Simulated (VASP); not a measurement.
# Li (P6_3/mmc) in VASP: single point with LDA

Aim: the single point of Li with LDA.

All numbers are computed with VASP 6.6.1; they aren't measurements. Logs are shortened: lines on timing, memory, paths and dates and some standing lists are left out, and cuts for length are marked.

## (1) The cell of the first run

Symmetry: P6_3/mmc, No. 194, hexagonal system. The conventional cell has a = 3.100 Å, b = 3.100 Å, c = 5.076 Å, α = 90.00°, β = 90.00°, γ = 120.00°. Li (site symmetry -6m2) has 12 Li at 3.10 to 3.11 Å within 4.1 Å.

This isn't the form of Li at room conditions, which is bcc.

## (2) Single point, LDA

Contents of POSCAR:

```
Li
1.0
    3.1004603400      0.0000000000      0.0000000000
   -1.5502301700      2.6850823700      0.0000000000
    0.0000000000      0.0000000000      5.0757455900
Li
2
Direct
    0.3333300000      0.6666700000      0.2500000000
    0.6666600000      0.3333300000      0.7500000000
```

Contents of INCAR.step1:

```
PREC     = Accurate       # precision mode
ENCUT    = 520            # plane-wave cutoff, eV
EDIFF    = 1E-6           # SCF threshold, eV
ISMEAR   = 0              # smearing method
SIGMA    = 0.1733         # smearing width, eV
LREAL    = F              # projectors in reciprocal space
LASPH    = T              # aspherical terms in the spheres
NELM     = 60             # most SCF steps
ALGO     = Normal         # electronic algorithm
ISIF     = 2              # what is computed and relaxed
LWAVE    = F              # write WAVECAR
LCHARG   = T              # write CHGCAR
GGA      = CA             # functional
NBANDS   = 10             # bands
```

Contents of KPOINTS.step1:

```
Automatic mesh
0
Gamma
  12 12 7
```

Contents of INCAR.step2:

```
PREC     = Accurate       # precision mode
ENCUT    = 520            # plane-wave cutoff, eV
EDIFF    = 1E-6           # SCF threshold, eV
ISMEAR   = -5             # smearing method
SIGMA    = 0.1733         # smearing width, eV
LREAL    = F              # projectors in reciprocal space
LASPH    = T              # aspherical terms in the spheres
NELM     = 60             # most SCF steps
ALGO     = Normal         # electronic algorithm
ISIF     = 2              # what is computed and relaxed
LWAVE    = F              # write WAVECAR
LCHARG   = F              # write CHGCAR
GGA      = CA             # functional
LORBIT   = 11             # projections on sites
NEDOS    = 2001           # points of the DOS
ICHARG   = 11             # starting density
```

Contents of KPOINTS.step2:

```
Automatic mesh
0
Gamma
  18 18 11
```

Potentials or basis: VASP PAW LDA potentials, release 64 (Li_sv).

Run with:

```bash
$ cat potpaw_LDA.64/Li_sv/POTCAR > POTCAR
$ cp INCAR.step1 INCAR
$ cp KPOINTS.step1 KPOINTS
$ mpirun -np 1 vasp_std > vasp.out
$ cp INCAR.step2 INCAR
$ cp KPOINTS.step2 KPOINTS
$ mpirun -np 1 vasp_std > vasp.out
```

OUTCAR:

```text
PREC = Accurate
   ENCUT = 520
   EDIFF = 1E-6
   ISMEAR = -5
   LREAL = F
   LASPH = T
   NELM = 60
   ISIF = 2
   GGA = CA
   LORBIT = 11
   ICHARG = 11

 ion  position               nearest neighbor table
   1  0.333  0.667  0.250-
   2  0.667  0.333  0.750-

  LATTYP: Found a hexagonal cell.
 ALAT       =     3.1004603400
 C/A-ratio  =     1.6370941839

  Lattice vectors:

 A1 = (   3.1004603400,   0.0000000000,   0.0000000000)
 A2 = (  -1.5502301700,   2.6850823700,   0.0000000000)
 A3 = (   0.0000000000,   0.0000000000,   5.0757455900)

Analysis of symmetry for initial positions (statically):
=====================================================================
 Subroutine PRICEL returns:
 Original cell was already a primitive cell.

 Routine SETGRP: Setting up the symmetry group for a
 hexagonal supercell.

 Subroutine GETGRP returns: Found  8 space group operations
 (whereof  2 operations were pure point group operations)
 out of a pool of 24 trial point group operations.

The static configuration has the point symmetry C_2 .
 The point group associated with its full space group is D_2h.

Analysis of symmetry for dynamics (positions and initial velocities):
=====================================================================
 Subroutine PRICEL returns:
 Original cell was already a primitive cell.

 Routine SETGRP: Setting up the symmetry group for a
 hexagonal supercell.

 Subroutine GETGRP returns: Found  8 space group operations
 (whereof  2 operations were pure point group operations)
 out of a pool of 24 trial point group operations.

The dynamic configuration has the point symmetry C_2 .
 The point group associated with its full space group is D_2h.

 Subroutine INISYM returns: Found  8 space group operations
 (whereof  2 operations are pure point group operations),
 and found     1 'primitive' translations

----------------------------------------------------------------------------------------

                                     Primitive cell

  volume of cell :      42.2555

  direct lattice vectors                    reciprocal lattice vectors
     3.100460340  0.000000000  0.000000000     0.322532750  0.186214027  0.000000000
    -1.550230170  2.685082370  0.000000000     0.000000000  0.372428053  0.000000000
     0.000000000  0.000000000  5.075745590     0.000000000  0.000000000  0.197015391

  length of vectors
     3.100460340  3.100464629  5.075745590     0.372428568  0.372428053  0.197015391

  position of ions in fractional coordinates (direct lattice)
     0.333330000  0.666670000  0.250000000
     0.666660000  0.333330000  0.750000000

  ion indices of the primitive-cell ions
   primitive index   ion index
                 1           1
                 2           2

----------------------------------------------------------------------------------------

 KPOINTS: Automatic mesh

Automatic generation of k-mesh.
 Grid dimensions read from file:
 generate k-points for:   18   18   11

 Generating k-lattice:

  Cartesian coordinates                     Fractional coordinates (reciprocal lattice)
     0.017918486  0.010345224  0.000000000     0.055555556  0.000000000  0.000000000
     0.000000000  0.020690447  0.000000000     0.000000000  0.055555556  0.000000000
     0.000000000  0.000000000  0.017910490     0.000000000  0.000000000  0.090909091

  Length of vectors
     0.020690476  0.020690447  0.017910490

  Shift w.r.t. Gamma in fractional coordinates (k-lattice)
     0.000000000  0.000000000  0.000000000

 TETIRR: Found   8685 inequivalent tetrahedra from    21384

 Subroutine IBZKPT returns following result:
 ===========================================

 Found    546 irreducible k-points:

 Following reciprocal coordinates:
            Coordinates               Weight
  0.000000  0.000000  0.000000      1.000000
  0.055556 -0.000000  0.000000      4.000000
  0.000000  0.055556  0.000000      2.000000
  0.111111 -0.000000  0.000000      4.000000
  0.000000  0.111111  0.000000      2.000000
  0.166667  0.000000  0.000000      4.000000
[... 16 lines left out ...]
 -0.055556  0.166667  0.000000      4.000000
 -0.166667  0.111111  0.000000      4.000000
 [... further k-points ...]
   k-points           NKPTS =    546   k-points in BZ     NKDIM =    546   number of bands    NBANDS=      7
   number of dos      NEDOS =   2001   number of ions     NIONS =      2
   total plane-waves  NPLWV =  23040
   dimension x,y,z NGX =    24 NGY =   24 NGZ =   40
   dimension x,y,z NGXF=    48 NGYF=   48 NGZF=   80
   ions per type =               2
   NGX,Y,Z   is equivalent  to a cutoff of  12.87, 12.87, 13.10 a.u.
   NGXF,Y,Z  is equivalent  to a cutoff of  25.74, 25.74, 26.20 a.u.
 SYSTEM =  unknown system
   PREC   = accura    normal or accurate (medium, high low for compatibility)
   ISTART =      0    job   : 0-new  1-cont  2-samecut
   ICHARG =     11    charge: 1-file 2-atom 10-const
   ISPIN  =      1    spin polarized calculation?
   LNONCOLLINEAR =      F non collinear calculations
   LSORBIT =      F    spin-orbit coupling
   LASPH  =      T    aspherical Exc in radial PAW
   ENCUT  =  520.0 eV  38.22 Ry    6.18 a.u.   5.76  5.76  9.44*2*pi/ulx,y,z
   NELM   =     60;   NELMIN=  2; NELMDL=  0     # of ELM steps
   EDIFF  = 0.1E-05   stopping-criterion for ELM
   LREAL  =      F    real-space projection
[... 7 lines left out ...]
   TEBEG  =    0.0;   TEEND  =   0.0 temperature during run
   PSTRESS=    0.0 pullay stress
   NELECT =       6.0000    total number of electrons
   NUPDOWN=      -1.0000    fix difference up-down
   EMIN   =  10.00;   EMAX   =-10.00  energy-range for DOS
   EFERMI =   0.00;   METHOD = LEGACY
   ISMEAR =    -5;   SIGMA  =   0.17  broadening in eV -4-tet -1-fermi 0-gaus
   EFERMI_NEDOS =   21; number of points for ismear=-14 and -15
   IALGO  =     38    algorithm
   IMIX   =      4    mixing-type and parameters
     AMIX     =   0.40;   BMIX     =  1.00
     AMIX_MAG =   1.60;   BMIX_MAG =  1.00
  volume/ion in A,a.u.               =      21.13       142.58
  Fermi-wavevector in a.u.,A,eV,Ry     =   0.854078  1.613973  9.924752  0.729449
  Thomas-Fermi vector in A             =   1.970619
   LORBIT       =     11    0 simple, 1 ext, 2 COOP (PROOUT), +10 PAW based schemes
   GGA     = CA    functional components
   LHFCALC =     F    Hartree Fock is set to
   AEXX    =    0.0000 exact exchange contribution
   IVDW    =     0    specifies the selected vdW correction
   LEPSILON=     F    determine dielectric tensor
   LRPA    =     F    only Hartree local field effects (RPA)
 non-spin polarized calculation
 Fermi weights with tetrahedron method with Bloechl corrections
  energy-cutoff  :      520.00
  volume of cell :       42.26
 maximum number of plane-waves:      1156

 number of electron       5.9999990 magnetization

 Free energy of the ion-electron system (eV)
  ---------------------------------------------------
  ext. energy  EPLUGINS =         0.00000000
  ---------------------------------------------------
  free energy    TOTEN  =        -4.07391956 eV

  energy without entropy =       -4.07391956  energy(sigma->0) =       -4.07391956

 E-fermi :   0.4874     XC(G=0):  -7.0402

 val. band max:        0.5386230150   @ k =   0.0000   0.5000   0.1818
 cond. band min:       0.4979484717   @ k =   0.0000   0.3333   0.3636
 fundamental gap:     -0.0406745433
 Fermi energy:         0.4874352960

 k-point     1 :       0.0000    0.0000    0.0000
  band No.  band energies     occupation
      1     -45.2179      2.00000
      2     -45.2011      2.00000
      3      -2.9574      2.00000
      4       0.4672      1.70735
      5       3.2933      0.00000
      6      12.4194      0.00000
      7      12.4194      0.00000

 k-point     2 :       0.0556   -0.0000    0.0000
  band No.  band energies     occupation
      1     -45.2174      2.00000
      2     -45.2009      2.00000
      3      -2.9097      2.00000
      4       0.5302      0.70699
      5       3.3116      0.00000
      6      11.9048      0.00000
      7      12.0475      0.00000

 k-point     3 :       0.0000    0.0556    0.0000
  band No.  band energies     occupation
      1     -45.2174      2.00000
      2     -45.2009      2.00000
      3      -2.9097      2.00000
      4       0.5302      0.73924
      5       3.3116      0.00000
      6      11.9048      0.00000
      7      12.0475      0.00000

 k-point     4 :       0.1111   -0.0000    0.0000
  band No.  band energies     occupation
      1     -45.2162      2.00000
      2     -45.2003      2.00000
      3      -2.7669      2.00000
      4       0.7189     -0.12552
      5       3.3637      0.00000
      6      10.7443      0.00000
      7      11.3676      0.00000

 k-point     5 :       0.0000    0.1111    0.0000
  band No.  band energies     occupation
      1     -45.2162      2.00000
      2     -45.2003      2.00000
      3      -2.7669      2.00000
      4       0.7189     -0.13437
      5       3.3637      0.00000
      6      10.7443      0.00000
      7      11.3676      0.00000

 k-point     6 :       0.1667    0.0000    0.0000
  band No.  band energies     occupation
      1     -45.2141      2.00000
      2     -45.1993      2.00000
      3      -2.5286      2.00000
      4       1.0332      0.00000
      5       3.4395      0.00000
      6       9.4048      0.00000
      7      10.6811      0.00000

 k-point     7 :       0.0000    0.1667    0.0000
  band No.  band energies     occupation
      1     -45.2141      2.00000
      2     -45.1993      2.00000
      3      -2.5286      2.00000
      4       1.0332      0.00000
      5       3.4395      0.00000
      6       9.4048      0.00000
      7      10.6811      0.00000
[... 121 lines left out ...]
 k-point    20 :       0.0556    0.0556    0.0000
  band No.  band energies     occupation
      1     -45.2166      2.00000
      2     -45.2005      2.00000
      3      -2.8146      2.00000
      4       0.6560     -0.11049
      5       3.3469      0.00000
      6      11.2613      0.00000
      7      11.3373      0.00000

 k-point    21 :      -0.1111    0.0556    0.0000
  band No.  band energies     occupation
      1     -45.2166      2.00000
      2     -45.2005      2.00000
      3      -2.8146      2.00000
      4       0.6560     -0.06974
      5       3.3469      0.00000
      6      11.2612      0.00000
      7      11.3373      0.00000

 k-point    22 :       0.1111    0.0556    0.0000
  band No.  band energies     occupation
      1     -45.2149      2.00000
      2     -45.1997      2.00000
      3      -2.6238      2.00000
      4       0.9075     -0.01549
      5       3.4126      0.00000
      6      10.0350      0.00000
      7      10.6420      0.00000

 k-point    23 :      -0.0556    0.1667    0.0000
  band No.  band energies     occupation
      1     -45.2149      2.00000
      2     -45.1997      2.00000
      3      -2.6238      2.00000
      4       0.9075     -0.01500
      5       3.4126      0.00000
      6      10.0350      0.00000
      7      10.6420      0.00000

 k-point    24 :      -0.1667    0.1111    0.0000
  band No.  band energies     occupation
      1     -45.2149      2.00000
      2     -45.1997      2.00000
      3      -2.6238      2.00000
      4       0.9075     -0.02268
      5       3.4126      0.00000
      6      10.0350      0.00000
      7      10.6420      0.00000

 [... further k-points ...]

------------------------ aborting loop because EDIFF is reached ----------------------------------------

  FORCE on cell =-STRESS in cart. coord.  units (eV):
  Direction    XX          YY          ZZ          XY          YZ          ZX
  --------------------------------------------------------------------------------------
  -------------------------------------------------------------------------------------
  Total       -0.3710046     -0.3709697     -0.4058485      0.0000000      0.0000000      0.0000000
  in kB      -14.0671542    -14.0658307    -15.3883086      0.0000000      0.0000000      0.0000000
  external PRESSURE =     -14.5070978 kB  Pullay stress =       0.0000000 kB

 VOLUME and BASIS-vectors are now :
 -----------------------------------------------------------------------------
  energy-cutoff  :      520.00
  volume of cell :       42.26
      direct lattice vectors                 reciprocal lattice vectors
     3.100460340  0.000000000  0.000000000     0.322532750  0.186214027  0.000000000
    -1.550230170  2.685082370  0.000000000     0.000000000  0.372428053  0.000000000
     0.000000000  0.000000000  5.075745590     0.000000000  0.000000000  0.197015391

 POSITION                                       TOTAL-FORCE (eV/Angst)
 -----------------------------------------------------------------------------------
     -0.00002      1.79006      1.26894         0.000000     -0.000001     -0.000000
      1.55021      0.89502      3.80681        -0.000000      0.000001      0.000000
 -----------------------------------------------------------------------------------
    total drift:                                0.000000      0.000000      0.000000

  FREE ENERGIE OF THE ION-ELECTRON SYSTEM (eV)
  ---------------------------------------------------
  free  energy   TOTEN  =        -4.0739195596 eV

  energy  without entropy=       -4.0739195596  energy(sigma->0) =       -4.07391956

 total charge

# of ion       s       p       d       tot
------------------------------------------
    1        2.030   0.047   0.000   2.077
    2        2.030   0.047   0.000   2.077
--------------------------------------------------
tot          4.060   0.094   0.000   4.154
```

It took 2.9 min on 1 thread of Intel Xeon 8259CL, shared host; peak memory 0.24 GiB.

What came out:

```
Valence electrons inside the program's atomic spheres : Li 2.08
```

Levels at points of the mesh, in eV from the Fermi level:
```csv
k point,band 1,band 2,band 3,band 4,band 5,band 6,band 7
"(0.00, 0.00, 0.00)",-45.71,-45.69,-3.44,-0.02,2.81,11.93,11.93
"(0.50, 0.00, 0.00)",-45.69,-45.68,-0.07,1.00,4.51,5.70,6.00
"(0.00, 0.50, 0.00)",-45.69,-45.68,-0.07,1.00,4.51,5.70,6.00
```

Caveat: the cutoff is under 1.25 times the usual one of these potentials, so pressure, stress and relaxed cells hold a basis-set (Pulay) error; tetrahedron occupations give inexact forces and stress in metals.
